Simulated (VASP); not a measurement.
# BP (F-43m) in VASP: a series of runs, part 2 of 3

VASP 6.6.1.

## 3. Elastic constants, PBEsol

This run uses another cell than the first one, of 10.69 Å³/atom, 0.908 times its volume.

INCAR reads:

```
SYSTEM = BP
PREC     = Accurate       ! precision mode
ENCUT    = 600            ! plane-wave cutoff, eV
EDIFF    = 1E-8           ! SCF threshold, eV
ISMEAR   = 0              ! smearing method
SIGMA    = 0.01           ! smearing width, eV
LREAL    = .False.        ! projectors in reciprocal space
LASPH    = .True.         ! aspherical terms in the spheres
NELM     = 80             ! most SCF steps
ALGO     = Normal         ! electronic algorithm
ISIF     = 3              ! what is computed and relaxed
LWAVE    = .False.        ! write WAVECAR
LCHARG   = .True.         ! write CHGCAR
GGA      = PS             ! functional
NBANDS   = 11             ! bands
IBRION   = 6              ! ionic algorithm
NFREE    = 2            
POTIM    = 0.015          ! step
NSW      = 1              ! ionic steps
```

KPOINTS reads:

```
regular mesh
0
Gamma
  10 10 10
  0 0 0
```

POSCAR reads:

```
BP
1.0
    0.0000000000      2.2030697047      2.2030697047
    2.2030697047      0.0000000000      2.2030697047
    2.2030697047      2.2030697047      0.0000000000
B P
1 1
Direct
    0.0000000000      0.0000000000      0.0000000000
    0.7500000000      0.7500000000      0.7500000000
```

Potentials or basis: VASP PAW PBE potentials, release 64 (B, P).

On the command line:

```console
cat potpaw_PBE.64/B/POTCAR potpaw_PBE.64/P/POTCAR > POTCAR
mpirun -np 1 vasp_std > vasp.out
```

OUTCAR:

```text
SYSTEM = BP
   PREC = Accurate
   ENCUT = 600
   EDIFF = 1E-8
   ISMEAR = 0
   LREAL = .False.
   LASPH = .True.
   NELM = 80
   ISIF = 3
   GGA = PS
   IBRION = 6
   NFREE = 2
   POTIM = 0.015
   NSW = 1

 ion  position               nearest neighbor table
   1  0.000  0.000  0.000-   2 1.91   2 1.91   2 1.91   2 1.91
   2  0.750  0.750  0.750-   1 1.91   1 1.91   1 1.91   1 1.91

  LATTYP: Found a face centered cubic cell.
 ALAT       =     4.4061394094

  Lattice vectors:

 A1 = (   0.0000000000,   2.2030697047,   2.2030697047)
 A2 = (   2.2030697047,   0.0000000000,   2.2030697047)
 A3 = (   2.2030697047,   2.2030697047,   0.0000000000)

Analysis of symmetry for initial positions (statically):
=====================================================================
 Subroutine PRICEL returns:
 Original cell was already a primitive cell.

 Routine SETGRP: Setting up the symmetry group for a
 face centered cubic supercell.

 Subroutine GETGRP returns: Found 24 space group operations
 (whereof 24 operations were pure point group operations)
 out of a pool of 48 trial point group operations.

The static configuration has the point symmetry T_d .

Analysis of symmetry for dynamics (positions and initial velocities):
[... 703 lines left out ...]
  -------------------------------------------------------------------------------------
  Total        2.0165746      2.0221162      2.0221162      0.0000000     -0.1755991      0.0000000
  in kB      151.0811105    151.4962826    151.4962826      0.0000000    -13.1558302      0.0000000
  external PRESSURE =     151.3578919 kB  Pullay stress =       0.0000000 kB
[... 17 lines left out ...]
  FREE ENERGIE OF THE ION-ELECTRON SYSTEM (eV)
  ---------------------------------------------------
  free  energy   TOTEN  =       -13.5958147358 eV

  energy  without entropy=      -13.5958147358  energy(sigma->0) =      -13.59581474

 INTERNAL STRAIN TENSORS FROM STRAINED CELLS
 ============================================

 INTERNAL STRAIN TENSOR FOR ION    1 for displacements in x,y,z  (eV/Angst):
          X           Y           Z          XY          YZ          ZX
  --------------------------------------------------------------------------------
  x     0.00000     0.00000     0.00000     0.00000   -11.70865     0.00000
  y     0.00000    -0.00000     0.00000     0.00000    -0.00000   -11.70869
  z     0.00000    -0.00000     0.00000   -11.70794     0.00000     0.00000

 INTERNAL STRAIN TENSORS FROM DISPLACED ATOMS
 ============================================

 INTERNAL STRAIN TENSOR FOR ION    1 for displacements in x,y,z  (eV/Angst):
          X           Y           Z          XY          YZ          ZX
  --------------------------------------------------------------------------------
  x     0.00000    -0.00000    -0.00000     0.00000   -11.71175     0.00000
  y    -0.00000     0.00000    -0.00000     0.00000     0.00000   -11.71175
  z    -0.00000    -0.00000     0.00000   -11.71175     0.00000     0.00000

 INTERNAL STRAIN TENSOR FOR ION    2 for displacements in x,y,z  (eV/Angst):
          X           Y           Z          XY          YZ          ZX
  --------------------------------------------------------------------------------
  x     0.00000     0.00000     0.00000     0.00000    11.70252     0.00000
  y    -0.00000     0.00000    -0.00000     0.00000     0.00000    11.70252
  z     0.00000     0.00000     0.00000    11.70252     0.00000     0.00000

 Eigenvectors and eigenvalues of the dynamical matrix
 ----------------------------------------------------

   1 f  =   26.224318 THz   164.772247 2PiTHz  874.749074 cm-1   108.455014 meV
             X         Y         Z           dx          dy          dz
      0.000000  0.000000  0.000000    -0.860983    0.000000    0.000000
      3.304605  3.304605  3.304605     0.508633    0.000000    0.000000
[... 21 lines left out ...]
   6 f/i=    0.000650 THz     0.004086 2PiTHz    0.021691 cm-1     0.002689 meV
             X         Y         Z           dx          dy          dz
      0.000000  0.000000  0.000000     0.000000   -0.508633    0.000000
      3.304605  3.304605  3.304605     0.000000   -0.860983    0.000000

--------------------------------------------------------------------------------------------------------

 ELASTIC MODULI CONTR FROM IONIC RELAXATION (kBar)
 Direction    XX          YY          ZZ          XY          YZ          ZX
 --------------------------------------------------------------------------------
 XX          -0.0000      0.0000      0.0000     -0.0000      0.0000     -0.0000
 YY           0.0000     -0.0000      0.0000     -0.0000     -0.0000      0.0000
 ZZ           0.0000      0.0000     -0.0000      0.0000     -0.0000     -0.0000
 XY          -0.0000     -0.0000      0.0000   -455.3643     -0.0000      0.0000
 YZ           0.0000     -0.0000     -0.0000     -0.0000   -455.3643     -0.0000
 ZX          -0.0000      0.0000     -0.0000      0.0000     -0.0000   -455.3643
 --------------------------------------------------------------------------------

 TOTAL ELASTIC MODULI (kBar)
 Direction    XX          YY          ZZ          XY          YZ          ZX
 --------------------------------------------------------------------------------
 XX        3956.4518   1151.3539   1151.3539     -0.0000      0.0000     -0.0000
 YY        1151.3539   3956.4518   1151.3539     -0.0000     -0.0000      0.0000
 ZZ        1151.3539   1151.3539   3956.4518      0.0000     -0.0000     -0.0000
 XY          -0.0000     -0.0000      0.0000   2135.4400     -0.0000      0.0000
 YZ           0.0000     -0.0000     -0.0000     -0.0000   2135.4400     -0.0000
 ZX          -0.0000      0.0000     -0.0000      0.0000     -0.0000   2135.4400
 --------------------------------------------------------------------------------
```

OSZICAR:

```text
N       E                     dE             d eps       ncg     rms          rms(c)
DAV:   1     0.116734037586E+02    0.11673E+02   -0.45695E+03  1034   0.756E+02
DAV:   2    -0.138145120395E+02   -0.25488E+02   -0.24239E+02  1372   0.121E+02
DAV:   3    -0.145053061346E+02   -0.69079E+00   -0.68883E+00  1304   0.173E+01
[... 175 lines left out ...]
DAV:   2    -0.135959010814E+02   -0.90620E-03   -0.10958E-02  4566   0.741E-01    0.126E-01
DAV:   3    -0.135958149260E+02    0.86155E-04   -0.17663E-04  4276   0.870E-02    0.223E-02
DAV:   4    -0.135958155505E+02   -0.62449E-06   -0.13735E-05  4688   0.273E-02    0.547E-03
DAV:   5    -0.135958147268E+02    0.82371E-06   -0.19098E-06  4365   0.782E-03    0.127E-03
DAV:   6    -0.135958147358E+02   -0.90524E-08   -0.31826E-07  4587   0.346E-03    0.575E-04
DAV:   7    -0.135958147358E+02    0.16485E-10   -0.18076E-08  3460   0.863E-04
  17 F= -.13595815E+02 E0= -.13595815E+02  d E =-.168306E-40
```

stdout:

```text
POSCAR found type information on POSCAR B P
 POSCAR found :  2 types and       2 ions
 scaLAPACK will be used
 -----------------------------------------------------------------------------
|                                                                             |
|                                                                             |
|     You enforced a specific xc type in the INCAR file but a different       |
|     I HOPE YOU KNOW WHAT YOU ARE DOING!                                     |
[... 32 lines left out ...]
 Finite differences progress:
 bond charge predicted
 Finite differences progress:
 bond charge predicted
 Finite differences progress:
 bond charge predicted
 Finite differences progress:
 bond charge predicted
 Finite differences progress:
 bond charge predicted
 Finite differences progress:
 bond charge predicted
 Finite differences progress:
```

Wall time 11 min (1 thread of AMD EPYC 9R45 (Zen 5), shared host); peak memory 0.23 GiB.

Results:

| Property | Result |
| --- | --- |
| Elastic constants C11, C12, C44 | 396, 115, 214 GPa |
| Voigt bulk modulus | 209 GPa |
| Highest phonon frequency at Γ, LO-TO splitting left out | 875 cm⁻¹ |

Phonon frequencies in cm⁻¹ (negative: imaginary):
```tsv
q point	frequencies
(0.000, 0.000, 0.000)	0 0 0 875 875 875
```

Elastic tensor in Voigt notation (GPa, in the Cartesian axes of the cell as first typed):
```
396 115 115   0   0   0
115 396 115   0   0   0
115 115 396   0   0   0
  0   0   0 214   0   0
  0   0   0   0 214   0
  0   0   0   0   0 214
```

Clamped-ion elastic tensor (GPa):
```
396 115 115   0   0   0
115 396 115   0   0   0
115 115 396   0   0   0
  0   0   0 259   0   0
  0   0   0   0 259   0
  0   0   0   0   0 259
```

Caveat: the cell is under stress, which shifts elastic constants; the PAW data sets were made with another functional, which shifts forces and pressure a little.

## 4. Vibrations by perturbation theory, PBEsol

This run uses another cell than the first one, of 11.48 Å³/atom, 0.975 times its volume.

INCAR reads:

```
PREC = Accurate ; ENCUT = 520
EDIFF = 1E-8 ; ISMEAR = 0
SIGMA = 0.01 ; LREAL = False
LASPH = True ; NELM = 60
ALGO = Normal ; ISIF = 2
LWAVE = False ; LCHARG = False
GGA = PS ; IBRION = 8
NSW = 1 ; LEPSILON = True
```

KPOINTS reads:

```
regular mesh
0
Gamma
  10 10 10
```

POSCAR reads:

```
BP
1.0
    0.0000000000      2.2557111197      2.2557111197
    2.2557111197      0.0000000000      2.2557111197
    2.2557111197      2.2557111197      0.0000000000
B P
1 1
Direct
    0.0000000000      0.0000000000      0.0000000000
    0.7500000000      0.7500000000      0.7500000000
```

Potentials or basis: VASP PAW PBE potentials, release 64 (B, P).

On the command line:

```console
cat potpaw_PBE.64/B/POTCAR potpaw_PBE.64/P/POTCAR > POTCAR
mpirun -np 1 vasp_std > vasp.out
```

OUTCAR:

```text
PREC = Accurate
   ENCUT = 520
   EDIFF = 1E-8
   ISMEAR = 0
   LREAL = False
   LASPH = True
   NELM = 60
   ISIF = 2
   GGA = PS
   IBRION = 8
   NSW = 1
   LEPSILON = True

 ion  position               nearest neighbor table
   1  0.000  0.000  0.000-   2 1.95   2 1.95   2 1.95   2 1.95
   2  0.750  0.750  0.750-   1 1.95   1 1.95   1 1.95   1 1.95

  LATTYP: Found a face centered cubic cell.
 ALAT       =     4.5114222394

  Lattice vectors:

 A1 = (   0.0000000000,   2.2557111197,   2.2557111197)
 A2 = (   2.2557111197,   0.0000000000,   2.2557111197)
 A3 = (   2.2557111197,   2.2557111197,   0.0000000000)

Analysis of symmetry for initial positions (statically):
=====================================================================
 Subroutine PRICEL returns:
 Original cell was already a primitive cell.

 Routine SETGRP: Setting up the symmetry group for a
[... 562 lines left out ...]

 SECOND DERIVATIVES (NOT SYMMETRIZED)
 ------------------------------------
               1X          1Y          1Z          2X          2Y          2Z
  1X   -19.599680    0.000000    0.000000   19.599680    0.000000    0.000000
  1Y     0.000000  -19.599680    0.000000    0.000000   19.599680    0.000000
  1Z     0.000000    0.000000  -19.599680    0.000000    0.000000   19.599680
  2X    19.599849    0.000000    0.000000  -19.599849    0.000000    0.000000
  2Y     0.000000   19.599849    0.000000    0.000000  -19.599849    0.000000
  2Z     0.000000    0.000000   19.599849    0.000000    0.000000  -19.599849

 Eigenvectors and eigenvalues of the dynamical matrix
 ----------------------------------------------------

   1 f  =   24.448619 THz   153.615201 2PiTHz  815.518135 cm-1   101.111317 meV
             X         Y         Z           dx          dy          dz
      0.000000  0.000000  0.000000     0.046473    0.845918    0.153402
      3.383567  3.383567  3.383567    -0.027456   -0.499763   -0.090629
[... 21 lines left out ...]
   6 f/i=    0.000046 THz     0.000290 2PiTHz    0.001539 cm-1     0.000191 meV
             X         Y         Z           dx          dy          dz
      0.000000  0.000000  0.000000     0.376919    0.332533    0.078002
      3.383567  3.383567  3.383567     0.637988    0.562858    0.132029

--------------------------------------------------------------------------------------------------------

 MACROSCOPIC STATIC DIELECTRIC TENSOR IONIC CONTRIBUTION
 ------------------------------------------------------
           0.126005    -0.000000    -0.000000
          -0.000000     0.126005    -0.000000
          -0.000000    -0.000000     0.126005
 ------------------------------------------------------

 ELASTIC MODULI CONTR FROM IONIC RELAXATION (kBar)
 Direction    XX          YY          ZZ          XY          YZ          ZX
 --------------------------------------------------------------------------------
 XX          -0.0000     -0.0000     -0.0000     -0.0000      0.0000     -0.0000
 YY          -0.0000     -0.0000     -0.0000     -0.0000     -0.0000      0.0000
 ZZ          -0.0000     -0.0000     -0.0000      0.0000     -0.0000     -0.0000
 XY          -0.0000     -0.0000      0.0000   -226.4820      0.0000      0.0000
 YZ           0.0000     -0.0000     -0.0000      0.0000   -226.4820      0.0000
 ZX          -0.0000      0.0000     -0.0000      0.0000      0.0000   -226.4820
 --------------------------------------------------------------------------------

 PIEZOELECTRIC TENSOR IONIC CONTR  for field in x, y, z        (C/m^2)
          XX          YY          ZZ          XY          YZ          ZX
  --------------------------------------------------------------------------------
  x    -0.00000     0.00000     0.00000    -0.00000     0.15896     0.00000
  y     0.00000    -0.00000     0.00000     0.00000    -0.00000     0.15896
  z     0.00000     0.00000    -0.00000     0.15896    -0.00000    -0.00000
```

OSZICAR:

```text
N       E                     dE             d eps       ncg     rms          rms(c)
DAV:   1     0.102495270267E+02    0.10250E+02   -0.42214E+03   752   0.911E+02
[... 151 lines left out ...]
RMM:   5    -0.407046007922E-01    0.36701E-04    0.22244E-07  4633   0.767E-03    0.400E-03
RMM:   6    -0.406980841757E-01    0.65166E-05    0.32923E-06  4555   0.119E-03    0.243E-03
RMM:   7    -0.406980196686E-01    0.64507E-07    0.19606E-07  4597   0.672E-04    0.107E-04
RMM:   8    -0.406971847056E-01    0.83496E-06    0.16896E-07  4700   0.132E-04    0.266E-05
RMM:   9    -0.406970700323E-01    0.11467E-06    0.37707E-08  4783   0.406E-05    0.639E-06
RMM:  10    -0.406971064506E-01   -0.36418E-07   -0.59996E-08  4790   0.107E-05    0.969E-06
RMM:  11    -0.406970981368E-01    0.83138E-08   -0.21646E-08  4208   0.357E-06    0.955E-07
 Linear response finished
```

It took 4 min on 1 thread of Intel Xeon Platinum 8259CL at 2.50GHz (Skylake/Cascade Lake), shared host; peak memory 0.2 GiB.

What came out:

- Electronic dielectric tensor (diagonal): 9.43
- Born charges (mean of the diagonal): B -0.56; P +0.56 e
- Highest phonon frequency at Γ, LO-TO splitting left out: 816 cm⁻¹

Phonon frequencies in cm⁻¹ (negative: imaginary):
```csv
q point,frequencies
"(0.000, 0.000, 0.000)",0 0 0 816 816 816
```

Electronic dielectric tensor:
```
9.43 0.00 0.00
0.00 9.43 0.00
0.00 0.00 9.43
```

Born effective charge tensors (e):
atom 1, B
```
-0.56  0.00  0.00
 0.00 -0.56  0.00
 0.00  0.00 -0.56
```
atom 2, P
```
0.56 0.00 0.00
0.00 0.56 0.00
0.00 0.00 0.56
```

Caveat: the cell wasn't relaxed at this level first, which shifts response properties; the PAW data sets were made with another functional, which shifts forces and pressure a little.

(Continued in part 3 of 3.)
